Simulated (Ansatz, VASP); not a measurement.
## One calculation of Rh, two programs

INCAR

```
SYSTEM = Rh
PREC     = Accurate       ! precision mode
ENCUT    = 520            ! plane-wave cutoff, eV
EDIFF    = 1E-6           ! SCF threshold, eV
ISMEAR   = 0              ! smearing method
SIGMA    = 0.15           ! smearing width, eV
LREAL    = .FALSE.        ! projectors in reciprocal space
LASPH    = .TRUE.         ! aspherical terms in the spheres
NELM     = 80             ! most SCF steps
ALGO     = Fast           ! electronic algorithm
ISIF     = 2              ! what is computed and relaxed
LWAVE    = .FALSE.        ! write WAVECAR
LCHARG   = .FALSE.        ! write CHGCAR
GGA      = PS             ! functional
NBANDS   = 22             ! bands
```

The input KPOINTS:

```
Automatic mesh
0
G
  18 18 12
  0 0 0
```

The input POSCAR:

```
Rh
1.0
    2.4578811380      0.0000000000      0.0000000000
   -1.2289405690      2.3650972278      0.0000000000
    0.0000000000      0.0000000000      4.4284890000
Rh
2
Direct
    0.6666666667      0.3333333333      0.7500000000
    0.3333333333      0.6666666667      0.2500000000
```

Input for Ansatz:

```yaml
crystal:
  lattice:
    - [2.457881138, 0.0, 0.0]
    - [-1.228940569, 2.3650972278, 0.0]
    - [0.0, 0.0, 4.428489]
  atoms:
    - { symbol: Rh, position: [0.6666666667, 0.3333333333, 0.75] }
    - { symbol: Rh, position: [0.3333333333, 0.6666666667, 0.25] }
basis:
  ecutwfc: 420
kpoints:
  mp_grid: { grid: [18, 18, 12] }
hamiltonian:
  xc: pbesol
scf:
  occupations: { method: gaussian, width: 0.15 }
output:
  forces: true
  stress: true
  eigenvalues: true
```

Change from the starting cell: strain -0.1000 x Voigt [1, 0, 0, 0, 0, 0], atoms carried along.

Alike in both runs: task single point; functional PBEsol; k mesh 18 × 18 × 12; occupations gaussian, width 0.15 eV; no spin polarisation.

|  | VASP | Ansatz |
| --- | --- | --- |
| version | VASP 6.6.1 | Ansatz 0.2.0 |
| potentials or method | VASP PAW PBE potentials, release 64 (Rh_pv), cutoff 520 eV | scalar-relativistic, plane waves, PAW |
| valence electrons in the cell | 30 | 34 |

|  | VASP | Ansatz | Ansatz less VASP |
| --- | --- | --- | --- |
| gap on the k mesh at the Fermi level (eV) | none | none | - |
| pressure (GPa) | 21.6 | 21.6 | -0.01 |
| traceless stress, the component that is largest in VASP (GPa) | 34.22 | 34.20 | -0.028 |
| rms of the force components (eV/Å) | 0.164 | 0.164 | -0.0004 |

VASP's potentials were made for PBE, not for PBEsol. Atom by atom the forces differ by 0.000 eV/Å (rms over components). A gap of «none» marks a metal or a gap that the smearing closes. The functional is the same, so the differences come from potentials, cutoffs and numerics. VASP's potentials hold 30 valence electrons a cell and Ansatz's 34, so a difference there can come from the potentials and not from the codes.
